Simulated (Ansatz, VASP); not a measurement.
# HfO2: VASP beside Ansatz

Contents of INCAR:

```
PREC = Accurate
ENCUT = 600
EDIFF = 1E-6
ISMEAR = -1
SIGMA = 0.05
LREAL = F
LASPH = T
NELM = 80
ALGO = Normal
ISIF = 3
LWAVE = F
LCHARG = F
GGA = RE
IVDW = 13
IBRION = 2
NSW = 60
EDIFFG = -0.01
```

The input KPOINTS:

```
regular mesh
0
Gamma
  5 6 5
```

Contents of POSCAR:

```
HfO2
1.0
    5.2194633600      0.0000000000      0.0000000000
    0.0000000000      5.0047636900      0.0000000000
    0.0000000000      0.0000000000      5.0326850500
Hf O
4 8
Direct
    0.9669940000      0.7325208200      0.7414403500
    0.5330060000      0.7325208200      0.2414403500
    0.4669940000      0.2674791800      0.7414403500
    0.0330060000      0.2674791800      0.2414403500
    0.6321274500      0.9286454000      0.8792672600
    0.8678725500      0.9286454000      0.3792672600
    0.2339485200      0.5398830500      0.4922923900
    0.2660514800      0.5398830500      0.9922923900
    0.7660514800      0.4601169500      0.9922923900
    0.7339485200      0.4601169500      0.4922923900
    0.1321274500      0.0713546000      0.8792672600
    0.3678725500      0.0713546000      0.3792672600
```

The input input.yaml:

```yaml
crystal:
  lattice:
    - [5.21946336, 0.0, 0.0]
    - [0.0, 5.00476369, 0.0]
    - [0.0, 0.0, 5.03268505]
  atoms:
    - { symbol: Hf, position: [0.966994, 0.73252082, 0.74144035] }
    - { symbol: Hf, position: [0.533006, 0.73252082, 0.24144035] }
    - { symbol: Hf, position: [0.466994, 0.26747918, 0.74144035] }
    - { symbol: Hf, position: [0.033006, 0.26747918, 0.24144035] }
    - { symbol: O, position: [0.63212745, 0.9286454, 0.87926726] }
    - { symbol: O, position: [0.86787255, 0.9286454, 0.37926726] }
    - { symbol: O, position: [0.23394852, 0.53988305, 0.49229239] }
    - { symbol: O, position: [0.26605148, 0.53988305, 0.99229239] }
    - { symbol: O, position: [0.76605148, 0.46011695, 0.99229239] }
    - { symbol: O, position: [0.73394852, 0.46011695, 0.49229239] }
    - { symbol: O, position: [0.13212745, 0.0713546, 0.87926726] }
    - { symbol: O, position: [0.36787255, 0.0713546, 0.37926726] }
hamiltonian:
  xc: revpbe
  pseudopotentials: { kind: paw }
  dispersion: d4
kpoints:
  mp_grid: { grid: [5, 6, 5] }
scf:
  occupations: { method: fermi_dirac, width: 0.05 }
output:
  forces: true
  stress: true
  eigenvalues: true
relax:
  f_tol: 0.01
  max_steps: 40
  cell: { stress_tol: 0.05 }
```

Alike in both runs: task relaxation of cell and atoms; functional revPBE; dispersion D4; k mesh 5 × 6 × 5; occupations fermi-dirac, width 0.05 eV; no spin polarisation.

```csv
,VASP,Ansatz
version,VASP 6.6.1,Ansatz 0.2.0
potentials or method,"VASP PAW PBE potentials, release 64 (Hf_pv, O)",Ansatz PAW
plane-wave cutoff (eV),600,420
valence electrons in the cell,88,152
```

|  | VASP | Ansatz | Ansatz less VASP |
| --- | --- | --- | --- |
| gap on the k mesh at the Fermi level, each at its own relaxed structure (eV) | 4.47 | 4.48 | +0.012 |
| relaxed volume (Å³/atom) | 11.06 | 11.22 | +0.167 |
| relaxed length of the cell vector where the two differ most in proportion (Å) | 5.236 | 5.265 | +0.0289 |

VASP's potentials were made for PBE, not for revPBE. VASP's potentials hold 88 valence electrons a cell and Ansatz's 152, so a difference there can come from the potentials and not from the codes.

Spin-orbit coupling is off throughout. Noted on Ansatz's run: odd divisions of the mesh miss points on the zone boundary, where band edges often lie, so the gap on the mesh can be too wide; the plane-wave basis is chosen anew once the cell has moved, so the energies of steps on either side of that aren't comparable.
